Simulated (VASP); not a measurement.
A run of VASP 6.6.1:

The input INCAR:

```
SYSTEM = NiO2
ALGO = Normal
EDIFF = 1E-6
ENCUT = 520
GGA = PS
ISIF = 2
ISMEAR = 0
LASPH = .True.
LCHARG = .False.
LREAL = .False.
LWAVE = .False.
NBANDS = 18
NELM = 80
PREC = Accurate
SIGMA = 0.05
```

File KPOINTS:

```
k-points
0
Gamma
  12 12 6
  0 0 0
```

File POSCAR:

```
NiO2
1.0
    2.7396061943      0.0000000000      0.0000000000
   -1.3698030971      2.3725685606      0.0000000000
    0.0000000000      0.0000000000      5.0402184517
Ni O
1 2
Direct
    0.0000000000      0.0000000000      0.5000000000
    0.6666666667      0.3333333333      0.6912080179
    0.3333333333      0.6666666667      0.3087919821
```

Potentials or basis: VASP PAW PBE potentials, release 64 (Ni, O).

Launch:

```sh
$ cat potpaw_PBE.64/Ni/POTCAR potpaw_PBE.64/O/POTCAR > POTCAR
$ mpirun -np 1 vasp_std > vasp.out
```

Hardware: 1 thread of Intel(R) Xeon(R) 6975P-C (Granite Rapids), with other jobs on the host.

Q: How long does it take, and how much memory?

A: Wall time 21 s on 1 thread of Intel(R) Xeon(R) 6975P-C (Granite Rapids), with other jobs on the host, peak memory 0.17 GiB. Counts: scf iterations 15, k points 100.
